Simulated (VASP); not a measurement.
# TiC (Fm-3m) in VASP: settings compared, part 3 of 3

VASP 6.6.1. The steps go on from the part before.

**4. Single point, HSE06**

This run uses another cell than the first one, of 9.75 Å³/atom.

Input file POSCAR:

```
TiC
1.0
    0.0000000000      2.1364487848      2.1364487848
    2.1364487848      0.0000000000      2.1364487848
    2.1364487848      2.1364487848      0.0000000000
Ti C
1 1
Direct
    0.0000000000      0.0000000000      0.0000000000
    0.5000000000      0.5000000000      0.5000000000
```

Input file INCAR.step1:

```
ALGO = Normal
EDIFF = 1E-5
ENCUT = 520
GGA = PE
ISIF = 2
ISMEAR = -1
LASPH = True
LCHARG = False
LREAL = False
LWAVE = True
NBANDS = 15
NELM = 60
PREC = Accurate
SIGMA = 0.05
```

Input file INCAR.step2:

```
ALGO = Normal
EDIFF = 1E-6
ENCUT = 520
GGA = PE
HFSCREEN = 0.2079
ISIF = 2
ISMEAR = -1
ISTART = 1
LASPH = True
LCHARG = False
LHFCALC = True
LREAL = False
LWAVE = False
NBANDS = 15
NELM = 60
PREC = Accurate
PRECFOCK = Normal
SIGMA = 0.05
```

Input file KPOINTS:

```
k-points
0
Gamma
  6 6 6
```

Potentials or basis: VASP PAW PBE potentials, release 64 (Ti_sv, C).

On the command line:

```bash
$ cat potpaw_PBE.64/Ti_sv/POTCAR potpaw_PBE.64/C/POTCAR > POTCAR
$ cp INCAR.step1 INCAR
$ mpirun -np 1 vasp_std > vasp.out
$ cp INCAR.step2 INCAR
$ mpirun -np 1 vasp_std > vasp.out
```

OUTCAR:

```text
EDIFF = 1E-6
   ENCUT = 520
   GGA = PE
   HFSCREEN = 0.2079
   ISIF = 2
   ISMEAR = -1
   ISTART = 1
   LASPH = True
   LHFCALC = True
   LREAL = False
   NELM = 60
   PREC = Accurate
   PRECFOCK = Normal

 ion  position               nearest neighbor table
   1  0.000  0.000  0.000-   2 2.14   2 2.14   2 2.14   2 2.14   2 2.14   2 2.14
   2  0.500  0.500  0.500-   1 2.14   1 2.14   1 2.14   1 2.14   1 2.14   1 2.14

  LATTYP: Found a face centered cubic cell.
 ALAT       =     4.2728975696

  Lattice vectors:

 A1 = (   0.0000000000,   2.1364487848,   2.1364487848)
 A2 = (   2.1364487848,   0.0000000000,   2.1364487848)
 A3 = (   2.1364487848,   2.1364487848,   0.0000000000)

Analysis of symmetry for initial positions (statically):
=====================================================================
 Subroutine PRICEL returns:
 Original cell was already a primitive cell.

 Routine SETGRP: Setting up the symmetry group for a
 face centered cubic supercell.

 Subroutine GETGRP returns: Found 48 space group operations
 (whereof 48 operations were pure point group operations)
 out of a pool of 48 trial point group operations.

The static configuration has the point symmetry O_h .

Analysis of symmetry for dynamics (positions and initial velocities):
=====================================================================
 Subroutine PRICEL returns:
 Original cell was already a primitive cell.

 Routine SETGRP: Setting up the symmetry group for a
 face centered cubic supercell.

 Subroutine GETGRP returns: Found 48 space group operations
 (whereof 48 operations were pure point group operations)
 out of a pool of 48 trial point group operations.

The dynamic configuration has the point symmetry O_h .

 Subroutine INISYM returns: Found 48 space group operations
 (whereof 48 operations are pure point group operations),
 and found     1 'primitive' translations

----------------------------------------------------------------------------------------

                                     Primitive cell

  volume of cell :      19.5033

  direct lattice vectors                    reciprocal lattice vectors
     0.000000000  2.136448785  2.136448785    -0.234033225  0.234033225  0.234033225
     2.136448785  0.000000000  2.136448785     0.234033225 -0.234033225  0.234033225
     2.136448785  2.136448785  0.000000000     0.234033225  0.234033225 -0.234033225

  length of vectors
     3.021394847  3.021394847  3.021394847     0.405357437  0.405357437  0.405357437

  position of ions in fractional coordinates (direct lattice)
     0.000000000  0.000000000  0.000000000
     0.500000000  0.500000000  0.500000000

  ion indices of the primitive-cell ions
   primitive index   ion index
                 1           1
                 2           2

----------------------------------------------------------------------------------------

 KPOINTS: k-points

Automatic generation of k-mesh.
 Grid dimensions read from file:
 generate k-points for:    6    6    6

 Generating k-lattice:

[... 39 lines left out ...]
   ions per type =               1   1
   NGX,Y,Z   is equivalent  to a cutoff of  13.21, 13.21, 13.21 a.u.
   NGXF,Y,Z  is equivalent  to a cutoff of  26.41, 26.41, 26.41 a.u.
 SYSTEM =  unknown system
   PREC   = accura    normal or accurate (medium, high low for compatibility)
   ISTART =      1    job   : 0-new  1-cont  2-samecut
   ICHARG =      0    charge: 1-file 2-atom 10-const
   ISPIN  =      1    spin polarized calculation?
   LNONCOLLINEAR =      F non collinear calculations
   LSORBIT =      F    spin-orbit coupling
   LASPH  =      T    aspherical Exc in radial PAW
   ENCUT  =  520.0 eV  38.22 Ry    6.18 a.u.   5.62  5.62  5.62*2*pi/ulx,y,z
   NELM   =     60;   NELMIN=  2; NELMDL=  0     # of ELM steps
   EDIFF  = 0.1E-05   stopping-criterion for ELM
   LREAL  =      F    real-space projection
   EDIFFG = 0.1E-04   stopping-criterion for IOM
   NSW    =      0    number of steps for IOM
   IBRION =     -1    ionic relax: 0-MD 1-quasi-New 2-CG
   NFREE  =      0    steps in history (QN), initial steepest desc. (CG)
   ISIF   =      2    stress and relaxation
   ISYM   =      3    0-nonsym 1-usesym 2-fastsym
   POTIM  = 0.5000    time-step for ionic-motion
   TEBEG  =    0.0;   TEEND  =   0.0 temperature during run
   PSTRESS=    0.0 pullay stress
   NELECT =      16.0000    total number of electrons
   NUPDOWN=      -1.0000    fix difference up-down
   EMIN   =  10.00;   EMAX   =-10.00  energy-range for DOS
   EFERMI =   0.00;   METHOD = LEGACY
   ISMEAR =    -1;   SIGMA  =   0.05  broadening in eV -4-tet -1-fermi 0-gaus
   EFERMI_NEDOS =   21; number of points for ismear=-14 and -15
   IALGO  =     38    algorithm
   IMIX   =      1    mixing-type and parameters
     AMIX     =   0.40;   BMIX     =  1.00
     AMIX_MAG =   1.60;   BMIX_MAG =  1.00
  volume/ion in A,a.u.               =       9.75        65.81
  Fermi-wavevector in a.u.,A,eV,Ry     =   1.532542  2.896084 31.955793  2.348684
  Thomas-Fermi vector in A             =   2.639733
   LORBIT       =      0    0 simple, 1 ext, 2 COOP (PROOUT), +10 PAW based schemes
   GGA     = PE    functional components
   LHFCALC =     T    Hartree Fock is set to
   PRECFOCK=normal    Normal, Fast or Accurate (Low or Medium for compatibility)
   ENCUT4O =  -1.0   cutoff for four orbital integrals eV
   NKREDX  =     1    reduce k-point grid by
   NKREDY  =     1    reduce k-point grid by
   NKREDZ  =     1    reduce k-point grid by
   AEXX    =    0.2500 exact exchange contribution
   HFSCREEN=    0.2079 screening length (either q_TF or 0.3 A-1)
   HFSCREENC=   0.2079 screening length for correlation (either q_TF or 0.3 A-1)
   ENCUTFOCK=  -1.0 apply spherical cutoff to Coloumb kernel
   IVDW    =     0    specifies the selected vdW correction
   LEPSILON=     F    determine dielectric tensor
   LRPA    =     F    only Hartree local field effects (RPA)
 non-spin polarized calculation
  energy-cutoff  :      520.00
  volume of cell :       19.50
 maximum number of plane-waves:       544
 NGX is ok and might be reduce to    24
  NGX = 18; NGY = 18; NGZ = 18

 number of electron      16.0000004 magnetization

 Free energy of the ion-electron system (eV)
  ---------------------------------------------------
  ext. energy  EPLUGINS =         0.00000000
  ---------------------------------------------------
  free energy    TOTEN  =       -22.01593904 eV

  energy without entropy =      -22.01059122  energy(sigma->0) =      -22.01326513

 E-fermi :   9.6823     XC(G=0): -10.5512

 val. band max:        9.6483025852   @ k =   0.1667   0.1667   0.0000
 cond. band min:      10.2584104020   @ k =   0.1667   0.1667   0.0000
 fundamental gap:      0.6101078168
 Fermi energy:         9.6822844112

 k-point     1 :       0.0000    0.0000    0.0000
  band No.  band energies     occupation
      1     -51.4567      2.00000
      2     -25.8008      2.00000
      3     -25.8007      2.00000
      4     -25.8007      2.00000
      5      -4.6306      2.00000
      6      11.1592      0.00000
      7      11.1592      0.00000
      8      11.1592      0.00000
      9      11.7689      0.00000
     10      11.7689      0.00000
     11      11.7689      0.00000
     12      11.9799      0.00000
     13      11.9799      0.00000
     14      22.0037      0.00000
[... 257 lines left out ...]
      2     -26.2727      2.00000
      3     -26.0987      2.00000
      4     -26.0164      2.00000
      5      -1.5199      2.00000
      6       5.6499      2.00000
      7       6.5019      2.00000
      8       7.0799      2.00000
      9      12.2966      0.00000
     10      14.4103      0.00000
     11      14.6928      0.00000
     12      15.3464      0.00000
     13      16.6819      0.00000
     14      25.3067      0.00000
     15      25.6653      0.00000

------------------------ aborting loop because EDIFF is reached ----------------------------------------

  FORCE on cell =-STRESS in cart. coord.  units (eV):
  Direction    XX          YY          ZZ          XY          YZ          ZX
  --------------------------------------------------------------------------------------
  -------------------------------------------------------------------------------------
  Total        0.8000963      0.8000963      0.8000963     -0.0000000      0.0000000      0.0000000
  in kB       65.7272415     65.7272415     65.7272415     -0.0000000      0.0000000      0.0000000
  external PRESSURE =      65.7272415 kB  Pullay stress =       0.0000000 kB

 VOLUME and BASIS-vectors are now :
 -----------------------------------------------------------------------------
  energy-cutoff  :      520.00
  volume of cell :       19.50
      direct lattice vectors                 reciprocal lattice vectors
     0.000000000  2.136448785  2.136448785    -0.234033225  0.234033225  0.234033225
     2.136448785  0.000000000  2.136448785     0.234033225 -0.234033225  0.234033225
     2.136448785  2.136448785  0.000000000     0.234033225  0.234033225 -0.234033225

 POSITION                                       TOTAL-FORCE (eV/Angst)
 -----------------------------------------------------------------------------------
      0.00000      0.00000      0.00000         0.000000     -0.000000      0.000000
      2.13645      2.13645      2.13645        -0.000000      0.000000     -0.000000
 -----------------------------------------------------------------------------------
    total drift:                                0.000001      0.000002      0.000002

  FREE ENERGIE OF THE ION-ELECTRON SYSTEM (eV)
  ---------------------------------------------------
  free  energy   TOTEN  =       -22.0159390390 eV

  energy  without entropy=      -22.0105912225  energy(sigma->0) =      -22.01326513
```

OUTCAR.step1:

```text
EDIFF = 1E-5
   ENCUT = 520
   GGA = PE
   ISIF = 2
   ISMEAR = -1
[... 498 lines left out ...]
 -----------------------------------------------------------------------------------
      0.00000      0.00000      0.00000        -0.000000      0.000000      0.000000
      2.13645      2.13645      2.13645         0.000000     -0.000000      0.000000
 -----------------------------------------------------------------------------------
    total drift:                                0.000000     -0.000000     -0.000000

  FREE ENERGIE OF THE ION-ELECTRON SYSTEM (eV)
  ---------------------------------------------------
  free  energy   TOTEN  =       -18.6684878203 eV

  energy  without entropy=      -18.6641955894  energy(sigma->0) =      -18.66634170
```

Run time: 37 min. Hardware: 1 thread of Intel Xeon 8259CL, shared host; peak memory 0.25 GiB.

What came out:

- Free energy: -22.0159 eV
- Pressure: 6.6 GPa
- Band gap on the k mesh: zero (bands 8 and 9 overlap by 1.82 eV)

Caveat: the k points lie up to 0.42 Å⁻¹ apart, too coarse for converged energies and pressures of a metal; the PAW data sets were made with another functional, which shifts forces and pressure a little.

**5. Overview**

| level | cell | share of exact exchange | screening parameter | gap on the mesh (eV) | pressure (GPa) |
| --- | --- | --- | --- | --- | --- |
| PBE-based screened hybrid with 35 % exact exchange | a = 3.063 Å, angles 60.0°, 2 atoms | 0.35 | 0.20787 1/Å | none | -6.5 |
| HSE06 | a = 3.000 Å, angles 60.0°, 2 atoms | 0.25 | 0.2079 1/Å | none | 13.1 |
| HSE06 | a = 3.021 Å, angles 60.0°, 2 atoms | 0.25 | 0.2079 1/Å | none | 6.6 |

Alike in all rows: task single point; potentials or basis VASP PAW PBE potentials, release 64 (Ti_sv, C); no spin polarisation; k mesh 6 × 6 × 6; cutoff (eV) 520; smearing fermi-dirac 0.05 eV.

Caveats: all runs use coarse meshes; the PAW data sets were made with another functional, which shifts forces and pressure a little.

Absolute energies hang on the potentials; compare differences alone.
